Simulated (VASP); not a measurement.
# SrTiO3 (Pm-3m) in VASP: a series of runs, part 2 of 2

VASP 6.6.1.

## Step 3: Electric field gradients, PBE (11.67 Å³/atom)

This run uses another cell than the first one, of 11.67 Å³/atom.

File INCAR:

```
SYSTEM = SrTiO3
  PREC = Accurate
  ENCUT = 520
  EDIFF = 1E-8
  ISMEAR = -1
  SIGMA = 0.05
  LREAL = .False.
  LASPH = .True.
  NELM = 60
  ALGO = Normal
  ISIF = 2
  LWAVE = .False.
  LCHARG = .False.
  GGA = PE
  LEFG = .True.
  NBANDS = 28
```

File KPOINTS:

```
regular mesh
0
Gamma
  7 7 7
  0 0 0
```

File POSCAR:

```
SrTiO3
1.0
    3.8787911566      0.0000000000      0.0000000000
    0.0000000000      3.8787911566      0.0000000000
    0.0000000000      0.0000000000      3.8787911566
Sr Ti O
1 1 3
Direct
    0.0000000000      0.0000000000      0.0000000000
    0.5000000000      0.5000000000      0.5000000000
    0.0000000000      0.5000000000      0.5000000000
    0.5000000000      0.0000000000      0.5000000000
    0.5000000000      0.5000000000      0.0000000000
```

Potentials or basis: VASP PAW PBE potentials, release 64 (Sr_sv, Ti_sv, O).

Launch:

```console
$ cat potpaw_PBE.64/Sr_sv/POTCAR potpaw_PBE.64/Ti_sv/POTCAR potpaw_PBE.64/O/POTCAR > POTCAR
$ mpirun -np 1 vasp_std > vasp.out
```

OUTCAR:

```text
SYSTEM = SrTiO3
   PREC = Accurate
   ENCUT = 520
   EDIFF = 1E-8
   ISMEAR = -1
   LREAL = .False.
   LASPH = .True.
   NELM = 60
   ISIF = 2
   GGA = PE

 ion  position               nearest neighbor table
   1  0.000  0.000  0.000-   3 2.74   4 2.74   5 2.74   3 2.74   4 2.74   3 2.74   5 2.74   3 2.74
                             4 2.74   5 2.74   4 2.74   5 2.74   2 3.36   2 3.36   2 3.36   2 3.36
   2  0.500  0.500  0.500-   3 1.94   4 1.94   5 1.94   5 1.94   4 1.94   3 1.94   1 3.36   1 3.36
                             1 3.36   1 3.36   1 3.36   1 3.36   1 3.36   1 3.36
   3  0.000  0.500  0.500-   2 1.94   2 1.94   1 2.74   1 2.74   1 2.74   1 2.74
   4  0.500  0.000  0.500-   2 1.94   2 1.94   1 2.74   1 2.74   1 2.74   1 2.74
   5  0.500  0.500  0.000-   2 1.94   2 1.94   1 2.74   1 2.74   1 2.74   1 2.74

  LATTYP: Found a simple cubic cell.
 ALAT       =     3.8787911566

  Lattice vectors:

 A1 = (   3.8787911566,   0.0000000000,   0.0000000000)
 A2 = (   0.0000000000,   3.8787911566,   0.0000000000)
 A3 = (   0.0000000000,   0.0000000000,   3.8787911566)

Analysis of symmetry for initial positions (statically):
=====================================================================
 Subroutine PRICEL returns:
 Original cell was already a primitive cell.

 Routine SETGRP: Setting up the symmetry group for a
 simple cubic supercell.

 Subroutine GETGRP returns: Found 48 space group operations
 (whereof 48 operations were pure point group operations)
 out of a pool of 48 trial point group operations.

The static configuration has the point symmetry O_h .

Analysis of symmetry for dynamics (positions and initial velocities):
=====================================================================
 Subroutine PRICEL returns:
 Original cell was already a primitive cell.

 Routine SETGRP: Setting up the symmetry group for a
 simple cubic supercell.

 Subroutine GETGRP returns: Found 48 space group operations
 (whereof 48 operations were pure point group operations)
 out of a pool of 48 trial point group operations.

The dynamic configuration has the point symmetry O_h .

 Subroutine INISYM returns: Found 48 space group operations
 (whereof 48 operations are pure point group operations),
 and found     1 'primitive' translations

----------------------------------------------------------------------------------------

                                     Primitive cell

  volume of cell :      58.3565

  direct lattice vectors                    reciprocal lattice vectors
     3.878791157  0.000000000  0.000000000     0.257812282  0.000000000  0.000000000
     0.000000000  3.878791157  0.000000000     0.000000000  0.257812282  0.000000000
     0.000000000  0.000000000  3.878791157     0.000000000  0.000000000  0.257812282

  length of vectors
     3.878791157  3.878791157  3.878791157     0.257812282  0.257812282  0.257812282

  position of ions in fractional coordinates (direct lattice)
     0.000000000  0.000000000  0.000000000
     0.500000000  0.500000000  0.500000000
     0.000000000  0.500000000  0.500000000
     0.500000000  0.000000000  0.500000000
     0.500000000  0.500000000  0.000000000

[... 95 lines left out ...]
  volume/ion in A,a.u.               =      11.67        78.76
  Fermi-wavevector in a.u.,A,eV,Ry     =   1.443439  2.727704 28.347958  2.083516
  Thomas-Fermi vector in A             =   2.561847
   LORBIT       =      0    0 simple, 1 ext, 2 COOP (PROOUT), +10 PAW based schemes
   GGA     = PE    functional components
   LHFCALC =     F    Hartree Fock is set to
   AEXX    =    0.0000 exact exchange contribution
   IVDW    =     0    specifies the selected vdW correction
   LEPSILON=     F    determine dielectric tensor
   LRPA    =     F    only Hartree local field effects (RPA)
 non-spin polarized calculation
  energy-cutoff  :      520.00
  volume of cell :       58.36
 maximum number of plane-waves:      1588
 NGX is ok and might be reduce to    30
   NGX = 15   NGY = 15   NGZ = 15

 number of electron      40.0000020 magnetization

 Free energy of the ion-electron system (eV)
  ---------------------------------------------------
  ext. energy  EPLUGINS =         0.00000000
  ---------------------------------------------------
  free energy    TOTEN  =       -40.02330070 eV

  energy without entropy =      -40.02330070  energy(sigma->0) =      -40.02330070

 E-fermi :   5.2755     XC(G=0): -11.3780

 val. band max:        4.2655238070   @ k =   0.4286   0.4286   0.4286
 cond. band min:       6.2254939645   @ k =   0.0000   0.0000   0.0000
 fundamental gap:      1.9599701575
 Fermi energy:         5.2755297817

 k-point     1 :       0.0000    0.0000    0.0000
  band No.  band energies     occupation
      1     -52.0483      2.00000
      2     -28.3960      2.00000
      3     -28.3083      2.00000
      4     -28.3083      2.00000
      5     -28.3083      2.00000
      6     -13.1700      2.00000
[... 609 lines left out ...]
     27      12.7718      0.00000
     28      12.7718      0.00000

------------------------ aborting loop because EDIFF is reached ----------------------------------------

  FORCE on cell =-STRESS in cart. coord.  units (eV):
  Direction    XX          YY          ZZ          XY          YZ          ZX
  --------------------------------------------------------------------------------------
  -------------------------------------------------------------------------------------
  Total        3.2811592      3.2811592      3.2811592      0.0000000      0.0000000      0.0000000
  in kB       90.0842132     90.0842132     90.0842132      0.0000000      0.0000000      0.0000000
  external PRESSURE =      90.0842132 kB  Pullay stress =       0.0000000 kB

 VOLUME and BASIS-vectors are now :
 -----------------------------------------------------------------------------
  energy-cutoff  :      520.00
  volume of cell :       58.36
      direct lattice vectors                 reciprocal lattice vectors
     3.878791157  0.000000000  0.000000000     0.257812282  0.000000000  0.000000000
     0.000000000  3.878791157  0.000000000     0.000000000  0.257812282  0.000000000
     0.000000000  0.000000000  3.878791157     0.000000000  0.000000000  0.257812282

 POSITION                                       TOTAL-FORCE (eV/Angst)
 -----------------------------------------------------------------------------------
      0.00000      0.00000      0.00000         0.000000      0.000000      0.000000
      1.93940      1.93940      1.93940         0.000000      0.000000      0.000000
      0.00000      1.93940      1.93940         0.000000      0.000000      0.000000
      1.93940      0.00000      1.93940         0.000000      0.000000      0.000000
      1.93940      1.93940      0.00000         0.000000      0.000000      0.000000
 -----------------------------------------------------------------------------------
    total drift:                                0.000000      0.000000     -0.000000

  FREE ENERGIE OF THE ION-ELECTRON SYSTEM (eV)
  ---------------------------------------------------
  free  energy   TOTEN  =       -40.0233007049 eV

  energy  without entropy=      -40.0233007045  energy(sigma->0) =      -40.02330070

 Electric field gradients (V/A^2)
---------------------------------------------------------------------
 ion       V_xx      V_yy      V_zz      V_xy      V_xz      V_yz
---------------------------------------------------------------------
   1      -0.000     0.000     0.000     0.000    -0.000     0.000
   2      -0.000    -0.000    -0.000    -0.000     0.000    -0.000
   3       9.371    -4.685    -4.685     0.000    -0.000     0.000
   4      -4.685     9.371    -4.685     0.000     0.000     0.000
   5      -4.685    -4.685     9.371    -0.000    -0.000    -0.000
---------------------------------------------------------------------

 Electric field gradients after diagonalization (V/A^2)
 (convention: |V_zz| > |V_xx| > |V_yy|)
----------------------------------------------------------------------
 ion       V_xx      V_yy      V_zz     asymmetry (V_yy - V_xx)/ V_zz
----------------------------------------------------------------------
   1       0.000     0.000    -0.000       0.591
   2      -0.000    -0.000    -0.000      -0.156
   3      -4.685    -4.685     9.371       0.000
   4      -4.685    -4.685     9.371       0.000
   5      -4.685    -4.685     9.371       0.000
----------------------------------------------------------------------

           NMR quadrupolar parameters

 Cq : quadrupolar parameter    Cq=e*Q*V_zz/h
 eta: asymmetry parameters     (V_yy - V_xx)/ V_zz
 Q  : nuclear electric quadrupole moment in mb (millibarn)
----------------------------------------------------------------------
 ion       Cq(MHz)       eta       Q (mb)
----------------------------------------------------------------------
   1      -0.000       0.591       1.000
   2      -0.000      -0.156       1.000
   3       0.023       0.000       1.000
   4       0.023       0.000       1.000
   5       0.023       0.000       1.000
----------------------------------------------------------------------
```

It took 57 s on 1 thread of Intel Xeon Platinum 8175M at 2.50GHz (Skylake/Cascade Lake), shared host; peak memory 0.19 GiB.

What came out:

* Free energy: -40.0233 eV
* Pressure: 9.0 GPa
* Band gap on the k mesh: 1.96 eV (least direct gap 2.24 eV)
* Largest electric field gradient by atom: Sr +0.0; Ti -0.0; O +9.4 V/Å²

Electric field gradients, principal values (V/Å²):
```tsv
atom	least	middle	greatest (by size)
1 Sr	0.000	0.000	0.000
2 Ti	0.000	0.000	0.000
3 O	-4.685	-4.685	9.371
4 O	-4.685	-4.685	9.371
5 O	-4.685	-4.685	9.371
```

Caveat: the cell stands under pressure; without QUAD_EFG the Cq values of the log hold for a quadrupole moment of 1 mb, not for the nuclei; an odd mesh through Γ misses points on the zone boundary, where band edges can lie.

## Step 4: Electric field gradients, PBE (11.67 Å³/atom)

This run uses another cell than the first one, of 11.67 Å³/atom.

File INCAR:

```
ALGO = Normal ; EDIFF = 1E-8
ENCUT = 520 ; GGA = PE
ISIF = 2 ; ISMEAR = -1
LASPH = True ; LCHARG = False
LEFG = True ; LREAL = False
LWAVE = False ; NBANDS = 28
NELM = 60 ; PREC = Accurate
SIGMA = 0.05
```

File KPOINTS:

```
k-points
0
Gamma
  7 7 7
```

POSCAR is that of step 3.

Potentials or basis: VASP PAW PBE potentials, release 64 (Sr_sv, Ti_sv, O).

Launch:

```console
$ cat potpaw_PBE.64/Sr_sv/POTCAR potpaw_PBE.64/Ti_sv/POTCAR potpaw_PBE.64/O/POTCAR > POTCAR
$ mpirun -np 1 vasp_std > vasp.out
```

OUTCAR:

```text
EDIFF = 1E-8
   ENCUT = 520
   GGA = PE
   ISIF = 2
   ISMEAR = -1
   LASPH = True
   LREAL = False
   NELM = 60
   PREC = Accurate

 ion  position               nearest neighbor table
   1  0.000  0.000  0.000-   3 2.74   4 2.74   5 2.74   3 2.74   4 2.74   3 2.74   5 2.74   3 2.74
                             4 2.74   5 2.74   4 2.74   5 2.74   2 3.36   2 3.36   2 3.36   2 3.36
   2  0.500  0.500  0.500-   3 1.94   4 1.94   5 1.94   5 1.94   4 1.94   3 1.94   1 3.36   1 3.36
                             1 3.36   1 3.36   1 3.36   1 3.36   1 3.36   1 3.36
   3  0.000  0.500  0.500-   2 1.94   2 1.94   1 2.74   1 2.74   1 2.74   1 2.74
   4  0.500  0.000  0.500-   2 1.94   2 1.94   1 2.74   1 2.74   1 2.74   1 2.74
   5  0.500  0.500  0.000-   2 1.94   2 1.94   1 2.74   1 2.74   1 2.74   1 2.74

  LATTYP: Found a simple cubic cell.
 ALAT       =     3.8787911566

  Lattice vectors:

 A1 = (   3.8787911566,   0.0000000000,   0.0000000000)
 A2 = (   0.0000000000,   3.8787911566,   0.0000000000)
 A3 = (   0.0000000000,   0.0000000000,   3.8787911566)

Analysis of symmetry for initial positions (statically):
=====================================================================
 Subroutine PRICEL returns:
 Original cell was already a primitive cell.

 Routine SETGRP: Setting up the symmetry group for a
 simple cubic supercell.

 Subroutine GETGRP returns: Found 48 space group operations
 (whereof 48 operations were pure point group operations)
 out of a pool of 48 trial point group operations.

The static configuration has the point symmetry O_h .

Analysis of symmetry for dynamics (positions and initial velocities):
=====================================================================
 Subroutine PRICEL returns:
 Original cell was already a primitive cell.

[... 789 lines left out ...]
  Total        3.2811592      3.2811592      3.2811592      0.0000000      0.0000000      0.0000000
  in kB       90.0842132     90.0842132     90.0842132      0.0000000      0.0000000      0.0000000
  external PRESSURE =      90.0842132 kB  Pullay stress =       0.0000000 kB

 VOLUME and BASIS-vectors are now :
 -----------------------------------------------------------------------------
  energy-cutoff  :      520.00
  volume of cell :       58.36
      direct lattice vectors                 reciprocal lattice vectors
     3.878791157  0.000000000  0.000000000     0.257812282  0.000000000  0.000000000
     0.000000000  3.878791157  0.000000000     0.000000000  0.257812282  0.000000000
     0.000000000  0.000000000  3.878791157     0.000000000  0.000000000  0.257812282

 POSITION                                       TOTAL-FORCE (eV/Angst)
 -----------------------------------------------------------------------------------
      0.00000      0.00000      0.00000         0.000000      0.000000      0.000000
      1.93940      1.93940      1.93940         0.000000      0.000000      0.000000
      0.00000      1.93940      1.93940         0.000000      0.000000      0.000000
      1.93940      0.00000      1.93940         0.000000      0.000000      0.000000
      1.93940      1.93940      0.00000         0.000000      0.000000      0.000000
 -----------------------------------------------------------------------------------
    total drift:                                0.000000      0.000000     -0.000000

  FREE ENERGIE OF THE ION-ELECTRON SYSTEM (eV)
  ---------------------------------------------------
  free  energy   TOTEN  =       -40.0233007049 eV

  energy  without entropy=      -40.0233007045  energy(sigma->0) =      -40.02330070

 Electric field gradients (V/A^2)
---------------------------------------------------------------------
 ion       V_xx      V_yy      V_zz      V_xy      V_xz      V_yz
---------------------------------------------------------------------
   1      -0.000     0.000     0.000     0.000    -0.000     0.000
   2      -0.000    -0.000    -0.000    -0.000     0.000    -0.000
   3       9.371    -4.685    -4.685     0.000    -0.000     0.000
   4      -4.685     9.371    -4.685     0.000     0.000     0.000
   5      -4.685    -4.685     9.371    -0.000    -0.000    -0.000
---------------------------------------------------------------------

 Electric field gradients after diagonalization (V/A^2)
 (convention: |V_zz| > |V_xx| > |V_yy|)
----------------------------------------------------------------------
 ion       V_xx      V_yy      V_zz     asymmetry (V_yy - V_xx)/ V_zz
----------------------------------------------------------------------
   1       0.000     0.000    -0.000       0.591
   2      -0.000    -0.000    -0.000      -0.156
   3      -4.685    -4.685     9.371       0.000
   4      -4.685    -4.685     9.371       0.000
   5      -4.685    -4.685     9.371       0.000
----------------------------------------------------------------------

           NMR quadrupolar parameters

 Cq : quadrupolar parameter    Cq=e*Q*V_zz/h
 eta: asymmetry parameters     (V_yy - V_xx)/ V_zz
 Q  : nuclear electric quadrupole moment in mb (millibarn)
----------------------------------------------------------------------
 ion       Cq(MHz)       eta       Q (mb)
----------------------------------------------------------------------
   1      -0.000       0.591       1.000
   2      -0.000      -0.156       1.000
   3       0.023       0.000       1.000
   4       0.023       0.000       1.000
   5       0.023       0.000       1.000
----------------------------------------------------------------------
```

stdout:

```text
POSCAR found type information on POSCAR SrTiO
 POSCAR found :  3 types and       5 ions
 scaLAPACK will be used
 LDA part: xc-table for (Slater+PW92), standard interpolation
 POSCAR, INCAR and KPOINTS ok, starting setup
 FFT: planning ... GRIDC
 FFT: planning ... GRID_SOFT
 FFT: planning ... GRID
 WAVECAR not read
 entering main loop
ion   1

ion   2

ion   3

ion   4

ion   5
```

Wall time 57 s (1 thread of Intel Xeon Platinum 8175M at 2.50GHz (Skylake/Cascade Lake), shared host); peak memory 0.19 GiB.

Results:

* Free energy: -40.0233 eV
* Pressure: 9.0 GPa
* Band gap on the k mesh: 1.96 eV (least direct gap 2.24 eV)
* Largest electric field gradient by atom: Sr +0.0; Ti -0.0; O +9.4 V/Å²

Electric field gradients, principal values (V/Å²):
| atom | least | middle | greatest (by size) |
| --- | --- | --- | --- |
| 1 Sr | 0.000 | 0.000 | 0.000 |
| 2 Ti | 0.000 | 0.000 | 0.000 |
| 3 O | -4.685 | -4.685 | 9.371 |
| 4 O | -4.685 | -4.685 | 9.371 |
| 5 O | -4.685 | -4.685 | 9.371 |

Caveat: the cell stands under pressure; without QUAD_EFG the Cq values of the log hold for a quadrupole moment of 1 mb, not for the nuclei; an odd mesh through Γ misses points on the zone boundary, where band edges can lie.
